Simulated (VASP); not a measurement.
# EuBi (F-43m) in VASP: a series of runs, part 2 of 2

VASP 6.6.1. The steps go on from the part before.

## 4. Single point, PBE, collinear spin, ferromagnetic start (53.15 Å³/atom)

This run uses another cell than the first one, of 53.15 Å³/atom.

INCAR

```
PREC = Accurate ; ENCUT = 520
EDIFF = 1E-7 ; ISMEAR = 0
SIGMA = 0.05 ; LREAL = False
LASPH = True ; NELM = 150
ALGO = Fast ; ISIF = 2
LWAVE = False ; LCHARG = True
ISPIN = 2 ; MAGMOM = 7.29 0
LORBIT = 11 ; LMAXMIX = 6
GGA = PE ; LELF = True
LVHAR = True ; NBANDS = 27
```

KPOINTS

```
Automatic mesh
0
Gamma
  8 8 8
```

POSCAR

```
EuBi
1.0
    0.0000000000      3.7597685206      3.7597685206
    3.7597685206      0.0000000000      3.7597685206
    3.7597685206      3.7597685206      0.0000000000
Eu Bi
1 1
Direct
    0.0000000000      0.0000000000      0.0000000000
    0.2500000000      0.2500000000      0.2500000000
```

On the command line:

```
$ cat potpaw_PBE.64/Eu/POTCAR potpaw_PBE.64/Bi_d/POTCAR > POTCAR
$ mpirun -np 1 vasp_std > vasp.out
```

It took 6.8 min on 1 thread of Intel Xeon 6975P-C (Granite Rapids), shared host; peak memory 0.4 GiB.

It converged, with:

- Free energy: -15.7317 eV
- Pressure: -0.8 GPa
- Band gap on the k mesh: zero (filled and empty bands overlap)
- Net moment: 6.00 μB per cell
- Site moments: Eu +6.44; Bi -0.33 μB
- Valence electrons inside the program's atomic spheres: Eu 14.66; Bi 12.95

Levels at points of the mesh, in eV from the Fermi level:
Spin up:
```csv
k point,band 16,band 17,band 18,band 19,band 20,band 21,band 22,band 23
"(0.00, 0.00, 0.00)",-0.30,-0.30,-0.10,-0.10,-0.10,2.09,2.92,2.92
"(0.50, 0.00, 0.00)",-0.32,-0.32,-0.30,0.02,0.02,2.77,3.11,3.11
"(0.50, 0.50, 0.00)",-0.33,-0.32,-0.32,0.22,0.22,2.38,2.62,3.41
```
Spin down:
| k point | band 10 | band 11 | band 12 | band 13 | band 14 | band 15 | band 16 | band 17 |
| --- | --- | --- | --- | --- | --- | --- | --- | --- |
| (0.00, 0.00, 0.00) | -9.64 | -0.48 | -0.48 | -0.48 | 1.52 | 3.52 | 3.52 | 4.28 |
| (0.50, 0.00, 0.00) | -9.39 | -1.52 | -0.32 | -0.32 | 3.09 | 3.61 | 3.63 | 3.63 |
| (0.50, 0.50, 0.00) | -9.30 | -1.68 | -0.17 | -0.17 | 1.94 | 2.99 | 4.11 | 4.11 |

Caveat: spin-orbit coupling is left out, which moves the levels of the heavy elements; semilocal functionals describe open f shells poorly, which spoils levels, moments and volumes. The state reached can hang on the start; a lower one may exist.

## 5. Single point, PBE, collinear spin, ferromagnetic start (54.68 Å³/atom)

This run uses another cell than the first one, of 54.68 Å³/atom.

INCAR

```
SYSTEM = EuBi
ALGO = Normal
EDIFF = 1E-6
ENCUT = 520
GGA = PE
ISIF = 2
ISMEAR = 0
ISPIN = 2
LASPH = .TRUE.
LCHARG = .TRUE.
LELF = .TRUE.
LMAXMIX = 6
LORBIT = 11
LREAL = .FALSE.
LVHAR = .TRUE.
LWAVE = .FALSE.
MAGMOM = 7.3 0
NBANDS = 27
NELM = 150
PREC = Accurate
SIGMA = 0.05
```

KPOINTS

```
k-points
0
G
  8 8 8
  0 0 0
```

POSCAR

```
EuBi
1.0
    0.0000000000      3.7955779950      3.7955779950
    3.7955779950      0.0000000000      3.7955779950
    3.7955779950      3.7955779950      0.0000000000
Eu Bi
1 1
Direct
    0.0000000000      0.0000000000      0.0000000000
    0.2500000000      0.2500000000      0.2500000000
```

Potentials or basis: VASP PAW PBE potentials, release 64 (Eu, Bi_d).

On the command line:

```
$ cat potpaw_PBE.64/Eu/POTCAR potpaw_PBE.64/Bi_d/POTCAR > POTCAR
$ mpirun -np 1 vasp_std > vasp.out
```

OUTCAR:

```text
SYSTEM = EuBi
   EDIFF = 1E-6
   ENCUT = 520
   GGA = PE
   ISIF = 2
   ISMEAR = 0
   ISPIN = 2
   LASPH = .TRUE.
   LORBIT = 11
   LREAL = .FALSE.
   NELM = 150
   PREC = Accurate

 ion  position               nearest neighbor table
   1  0.000  0.000  0.000-   2 3.29   2 3.29   2 3.29   2 3.29
   2  0.250  0.250  0.250-   1 3.29   1 3.29   1 3.29   1 3.29

  LATTYP: Found a face centered cubic cell.
 ALAT       =     7.5911559900

  Lattice vectors:

 A1 = (   0.0000000000,   3.7955779950,   3.7955779950)
 A2 = (   3.7955779950,   0.0000000000,   3.7955779950)
[... 1654 lines left out ...]

 VOLUME and BASIS-vectors are now :
 -----------------------------------------------------------------------------
  energy-cutoff  :      520.00
  volume of cell :      109.36
      direct lattice vectors                 reciprocal lattice vectors
     0.000000000  3.795577995  3.795577995    -0.131732242  0.131732242  0.131732242
     3.795577995  0.000000000  3.795577995     0.131732242 -0.131732242  0.131732242
     3.795577995  3.795577995  0.000000000     0.131732242  0.131732242 -0.131732242

 POSITION                                       TOTAL-FORCE (eV/Angst)
 -----------------------------------------------------------------------------------
      0.00000      0.00000      0.00000        -0.000000      0.000000      0.000000
      1.89779      1.89779      1.89779         0.000000     -0.000000     -0.000000
 -----------------------------------------------------------------------------------
    total drift:                                0.000001      0.000001      0.000001

  FREE ENERGIE OF THE ION-ELECTRON SYSTEM (eV)
  ---------------------------------------------------
  free  energy   TOTEN  =       -15.6502451959 eV

  energy  without entropy=      -15.6314124546  energy(sigma->0) =      -15.64082883

 total charge

# of ion       s       p       d       f       tot
--------------------------------------------------
    1        2.054   5.724   0.287   6.618  14.682
    2        1.455   1.602   9.872   0.000  12.928
--------------------------------------------------
tot          3.508   7.325  10.159   6.618  27.611

 magnetization (x)

# of ion       s       p       d       f       tot
--------------------------------------------------
    1       -0.008  -0.104   0.080   6.603   6.571
    2       -0.004   0.169   0.001   0.000   0.167
--------------------------------------------------
tot         -0.012   0.066   0.081   6.603   6.737
```

OSZICAR:

```text
N       E                     dE             d eps       ncg     rms          rms(c)
DAV:   1     0.276254850255E+03    0.27625E+03   -0.13594E+04  4185   0.407E+03
DAV:   2     0.405432458022E+02   -0.23571E+03   -0.21074E+03  4192   0.472E+02
DAV:   3    -0.895665053011E+01   -0.49500E+02   -0.48659E+02  4750   0.167E+02
[... 12 lines left out ...]
DAV:  88    -0.156517471407E+02    0.72679E-04   -0.20722E-05  5528   0.338E-02    0.643E-01
DAV:  89    -0.156519231520E+02   -0.17601E-03   -0.50043E-06  4065   0.489E-02    0.637E-01
DAV:  90    -0.156516977232E+02    0.22543E-03   -0.68033E-06  4100   0.714E-02    0.622E-01
DAV:  91    -0.156508296342E+02    0.86809E-03   -0.72000E-05  5215   0.215E-01    0.723E-01
DAV:  92    -0.156502451668E+02    0.58447E-03   -0.42612E-05  5584   0.134E-01    0.748E-01
DAV:  93    -0.156502451959E+02   -0.29129E-07   -0.83792E-06  3894   0.914E-03
   1 F= -.15650245E+02 E0= -.15640829E+02  d E =-.188327E-01  mag=     7.4433
```

stdout:

```text
POSCAR found type information on POSCAR EuBi
 POSCAR found :  2 types and       2 ions
 scaLAPACK will be used
 LDA part: xc-table for (Slater+PW92), standard interpolation
 POSCAR, INCAR and KPOINTS ok, starting setup
 FFT: planning ... GRIDC
 FFT: planning ... GRID_SOFT
 FFT: planning ... GRID
 WAVECAR not read
 entering main loop
```

It took 9.6 min on 1 thread of Intel Xeon 6975P-C (Granite Rapids), shared host; peak memory 0.41 GiB.

Results:

```yaml
Free_energy: -15.6502 eV
Pressure: -1.0 GPa
Net_moment: 7.43 μB per cell
Site_moments: Eu +6.57; Bi +0.17 μB
Valence_electrons_inside_the_program's_atomic_spheres: Eu 14.68; Bi 12.93
```

Levels at points of the mesh, in eV from the Fermi level:
Spin up:
```
           k point  band 17  band 18  band 19  band 20  band 21  band 22  band 23  band 24
(0.00, 0.00, 0.00)    -0.17    -0.11    -0.11    -0.11     1.35     2.84     2.84     5.52
(0.50, 0.00, 0.00)    -0.19    -0.17    -0.05    -0.05     2.65     3.01     3.01     3.50
(0.50, 0.50, 0.00)    -0.20    -0.19     0.04     0.04     1.61     2.48     3.34     3.49
```
Spin down:
| k point | band 9 | band 10 | band 11 | band 12 | band 13 | band 14 | band 15 | band 16 |
| --- | --- | --- | --- | --- | --- | --- | --- | --- |
| (0.00, 0.00, 0.00) | -17.78 | -9.37 | -0.17 | -0.17 | -0.17 | 1.54 | 3.63 | 3.63 |
| (0.50, 0.00, 0.00) | -17.79 | -9.14 | -1.25 | -0.02 | -0.02 | 3.17 | 3.70 | 3.74 |
| (0.50, 0.50, 0.00) | -17.80 | -9.06 | -1.39 | 0.12 | 0.12 | 2.05 | 3.10 | 4.23 |

Caveat: spin-orbit coupling is left out, which moves the levels of the heavy elements; semilocal functionals describe open f shells poorly, which spoils levels, moments and volumes.

## 6. Single point, PBE, collinear spin, ferromagnetic start (56.21 Å³/atom)

This run uses another cell than the first one, of 56.21 Å³/atom.

INCAR

```
  PREC = Accurate
  ENCUT = 520
  EDIFF = 1E-6
  ISMEAR = 0
  SIGMA = 0.05
  LREAL = False
  LASPH = True
  NELM = 150
  ALGO = Normal
  ISIF = 2
  LWAVE = False
  LCHARG = False
  ISPIN = 2
  MAGMOM = 7.32 0
  LORBIT = 11
  LMAXMIX = 6
  GGA = PE
  NBANDS = 27
```

KPOINTS

```
Automatic mesh
0
Gamma
  8 8 8
```

POSCAR

```
EuBi
1.0
    0.0000000000      3.8307242354      3.8307242354
    3.8307242354      0.0000000000      3.8307242354
    3.8307242354      3.8307242354      0.0000000000
Eu Bi
1 1
Direct
    0.0000000000      0.0000000000      0.0000000000
    0.2500000000      0.2500000000      0.2500000000
```

Potentials or basis: VASP PAW PBE potentials, release 64 (Eu, Bi_d).

On the command line:

```
$ cat potpaw_PBE.64/Eu/POTCAR potpaw_PBE.64/Bi_d/POTCAR > POTCAR
$ mpirun -np 1 vasp_std > vasp.out
```

It took 5.3 min on 1 thread of Intel Xeon 6975P-C (Granite Rapids), shared host; peak memory 0.4 GiB.

Results (log left out):

```
Free energy                                           : -15.6325 eV
Pressure                                              : -1.6 GPa
Net moment                                            : 7.12 μB per cell
Site moments                                          : Eu +6.55; Bi +0.08 μB
Valence electrons inside the program's atomic spheres : Eu 14.67; Bi 12.92
```

Levels at points of the mesh, in eV from the Fermi level:
Spin up:
```tsv
k point	band 17	band 18	band 19	band 20	band 21	band 22	band 23	band 24
(0.00, 0.00, 0.00)	-0.21	-0.12	-0.12	-0.12	1.35	2.86	2.86	5.47
(0.50, 0.00, 0.00)	-0.23	-0.20	-0.04	-0.04	2.67	3.03	3.03	3.49
(0.50, 0.50, 0.00)	-0.24	-0.22	0.06	0.06	1.68	2.51	3.35	3.49
```
Spin down:
```
           k point  band 10  band 11  band 12  band 13  band 14  band 15  band 16  band 17
(0.00, 0.00, 0.00)    -9.34    -0.17    -0.17    -0.17     1.51     3.61     3.61     4.42
(0.50, 0.00, 0.00)    -9.13    -1.23    -0.03    -0.03     3.14     3.68     3.71     3.71
(0.50, 0.50, 0.00)    -9.05    -1.36     0.09     0.09     2.09     3.07     4.20     4.20
```

Caveat: spin-orbit coupling is left out, which moves the levels of the heavy elements; semilocal functionals describe open f shells poorly, which spoils levels, moments and volumes. The state reached can hang on the start; a lower one may exist.

## 7. Overview

```tsv
level	cell	gap on the mesh (eV)	pressure (GPa)	moment (μB)
LDA	a = 5.248 Å, angles 60.0°, 2 atoms	none	-2.2	6.01
PBE	a = 5.252 Å, angles 60.0°, 2 atoms	none	-0.2	6.00
PBE	a = 5.317 Å, angles 60.0°, 2 atoms	none	-0.8	6.00
PBE	a = 5.368 Å, angles 60.0°, 2 atoms	none	-1.0	7.43
PBE	a = 5.417 Å, angles 60.0°, 2 atoms	none	-1.6	7.12
```

Alike in all rows: task single point; potentials or basis VASP PAW PBE potentials, release 64 (Eu, Bi_d); spin collinear, ferromagnetic start; k mesh 8 × 8 × 8; cutoff (eV) 520; smearing gaussian 0.05 eV.

Caveats: spin-orbit coupling is left out, which moves the levels of the heavy elements; semilocal functionals describe open f shells poorly, which spoils levels, moments and volumes; the PAW data sets were made with another functional, which shifts forces and pressure a little (at least some runs).

Absolute energies hang on the potentials; compare differences alone.
